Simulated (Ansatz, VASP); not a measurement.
## One calculation of Pb, two programs

File INCAR:

```
SYSTEM = Pb
PREC = Accurate ; ENCUT = 520
EDIFF = 1E-6 ; ISMEAR = 1
SIGMA = 0.01 ; LREAL = .FALSE.
LASPH = .TRUE. ; NELM = 150
ALGO = Fast ; ISIF = 2
LWAVE = .FALSE. ; LCHARG = .FALSE.
MAGMOM = 0 0 0 ; LORBIT = 11
LSORBIT = .TRUE. ; GGA_COMPAT = .FALSE.
LORBMOM = .TRUE. ; GGA = RP
IVDW = 12 ; NBANDS = 25
```

The input KPOINTS:

```
regular mesh
0
G
  7 7 7
  0 0 0
```

POSCAR

```
Pb
1.0
    0.0000000000      2.4750200000      2.4750200000
    2.4750200000      0.0000000000      2.4750200000
    2.4750200000      2.4750200000      0.0000000000
Pb
1
Direct
    0.0000000000      0.0000000000      0.0000000000
```

input.yaml

```yaml
crystal:
  lattice:
    - [0.0, 2.47502, 2.47502]
    - [2.47502, 0.0, 2.47502]
    - [2.47502, 2.47502, 0.0]
  atoms:
    - { symbol: Pb, position: [0.0, 0.0, 0.0] }
kpoints:
  mp_grid: { grid: [7, 7, 7] }
scf:
  occupations: { method: methfessel_paxton, width: 0.01 }
hamiltonian:
  xc: rpbe
  dispersion: d3bj
  pseudopotentials: { kind: all_electron, lapw: { basis_error: 0.0005 } }
magnetization:
  noncollinear: true
  spin_orbit: true
output:
  forces: true
  stress: true
  eigenvalues: true
```

Alike in both runs: task single point; functional RPBE; dispersion D3(BJ); k mesh 7 × 7 × 7; occupations methfessel-paxton of order 1, width 0.01 eV; non-collinear spin, spin-orbit coupling.

|  | VASP | Ansatz |
| --- | --- | --- |
| version | VASP 6.6.1 | Ansatz 0.2.0 |
| potentials or method | VASP PAW PBE potentials, release 64 (Pb_d), cutoff 520 eV | all-electron LAPW, relativistic spinors |

```tsv
	VASP	Ansatz	Ansatz less VASP
pressure (GPa)	-16.2	-16.3	-0.05
net moment per atom (μB)	0.00	0.00	0.000
```

VASP's potentials were made for PBE, not for RPBE. Ansatz ran all-electron here, and VASP with PAW potentials.

Noted on Ansatz's run: the k mesh is thin for a metal, which can move the energy by tens of meV per atom.
